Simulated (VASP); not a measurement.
Set up this calculation in VASP 6.6.1, as the native input.

| Property | Result |
| --- | --- |
| Task | single point |
| Functional | PBEsol |
| Dispersion | D3(BJ) |
| Potentials or basis | VASP PAW PBE potentials, release 64 (Ni, Mo_sv, Pd, Ir, W_sv) |
| Cutoff | 520 eV |
| k mesh | 8 × 8 × 2 |
| Occupations | fermi-dirac, width 0.05 eV |
| Spin | collinear spin, ferromagnetic start |
| Starting moments | [1.0, 1.0, 0.0, 0.6, 0.0] μB |
| Dipole correction | no |
| Further INCAR settings | ALGO = Normal; EDIFF = 1e-07; NBANDS = 40 |

The structure of NiMoIrPdW lies in POSCAR:

```
NiMoIrPdW
1.0
    2.7101166589      0.0000028283      0.0000000000
   -1.3550607789      2.3470284597      0.0000000000
    0.0000000000      0.0000000000     10.8024280583
Ni Mo Pd Ir W
1 1 1 1 1
Direct
    0.3333333333      0.6666666667      0.5981620627
    0.0000000000      0.0000000000      0.4119715052
    0.6666666667      0.3333333333      0.7931663358
    0.6666666667      0.3333333333      0.2006920458
    0.3333333333      0.6666666667      0.9960080505
```

The input as run:

INCAR

```
SYSTEM = NiMoIrPdW
ALGO = Normal
EDIFF = 1E-7
ENCUT = 520
GGA = PS
ISIF = 2
ISMEAR = -1
ISPIN = 2
IVDW = 12
LASPH = .TRUE.
LCHARG = .FALSE.
LMAXMIX = 4
LORBIT = 11
LREAL = .FALSE.
LWAVE = .FALSE.
MAGMOM = 1 1 0 0.6 0
NBANDS = 40
NELM = 150
PREC = Accurate
SIGMA = 0.05
```

KPOINTS

```
k-points
0
G
  8 8 2
  0 0 0
```

Potentials or basis: VASP PAW PBE potentials, release 64 (Ni, Mo_sv, Pd, Ir, W_sv).

Command:

```console
$ cat potpaw_PBE.64/Ni/POTCAR potpaw_PBE.64/Mo_sv/POTCAR potpaw_PBE.64/Pd/POTCAR potpaw_PBE.64/Ir/POTCAR potpaw_PBE.64/W_sv/POTCAR > POTCAR
$ mpirun -np 1 vasp_std > vasp.out
```

It gave:

The pressure is 0.5 GPa, the largest force is 0.034 eV/Å and the net moment is 0.00 μB per cell. The valence electrons inside the program's atomic spheres are Ni 9.28; Mo 12.60; Pd 9.72; Ir 8.54; W 12.22 and the dispersion energy per atom is -0.664 eV.

Caveat: the PAW data sets were made with another functional, which shifts forces and pressure a little.

Run time: 2.9 min on 1 thread of AMD EPYC 7R43 64-Core Processor (Zen 3), with other jobs on the host, peak memory 0.25 GiB.
